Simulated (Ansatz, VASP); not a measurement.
# One calculation of Hf, two programs

The input INCAR:

```
PREC = Accurate
ENCUT = 520
EDIFF = 1E-7
ISMEAR = -1
SIGMA = 0.1
LREAL = F
LASPH = T
NELM = 80
ALGO = Normal
ISIF = 2
LWAVE = F
LCHARG = F
GGA = PE
NBANDS = 17
```

The input KPOINTS:

```
Automatic mesh
0
Gamma
  4 4 2
```

File POSCAR:

```
Hf
1.0
    3.2045059552      0.0000000000      0.0000000000
   -1.6022529776      2.7751835638      0.0000000000
    0.0000000000      0.0000000000      5.0738215932
Hf
2
Direct
    0.3333333333      0.6666666667      0.2500000000
    0.6666666667      0.3333333333      0.7500000000
```

Input for Ansatz:

```yaml
crystal:
  lattice:
    - [3.2045059552, 0.0, 0.0]
    - [-1.6022529776, 2.7751835638, 0.0]
    - [0.0, 0.0, 5.0738215932]
  atoms:
    - { symbol: Hf, position: [0.3333333333, 0.6666666667, 0.25] }
    - { symbol: Hf, position: [0.6666666667, 0.3333333333, 0.75] }
hamiltonian:
  xc: pbe
  pseudopotentials:
    kind: paw
    azcp:
      Hf: "pseudopotentials/Hf.paw.azcp"
basis:
  ecutwfc: 420
  fft_grid_basis: typed
kpoints:
  mp_grid: { grid: [4, 4, 2], shift: [0, 0, 0] }
magnetization:
  spin_polarized: false
scf:
  occupations: { method: fermi_dirac, width: 0.1 }
  lower_state_search: "off"
output:
  stress: true
```

Alike in both runs: task single point; functional PBE; k mesh 4 × 4 × 2; occupations fermi-dirac, width 0.1 eV; no spin polarisation.

```csv
,VASP,Ansatz
version,VASP 6.6.1,Ansatz 0.2.0
potentials or method,"VASP PAW PBE potentials, release 64 (Hf_pv), cutoff 520 eV","plane waves (420 eV) with PAW, scalar-relativistic"
valence electrons in the cell,20,52
```

VASP gave:

| Quantity | Value |
| --- | --- |
| pressure (GPa) | -0.9 |
| traceless stress, the component that is largest in VASP (GPa) | -0.94 |

Q: What did Ansatz give for the same quantities?

A: Pressure (GPa): -0.4; traceless stress, the component that is largest in VASP (GPa): -0.83.

With one functional, cell and mesh, what is left measures potentials, basis and numerics. VASP's potentials hold 20 valence electrons a cell and Ansatz's 52, so a difference there can come from the potentials and not from the codes.

The k mesh is coarse, so the values compare programs but aren't converged. Neither program's run includes spin-orbit coupling.
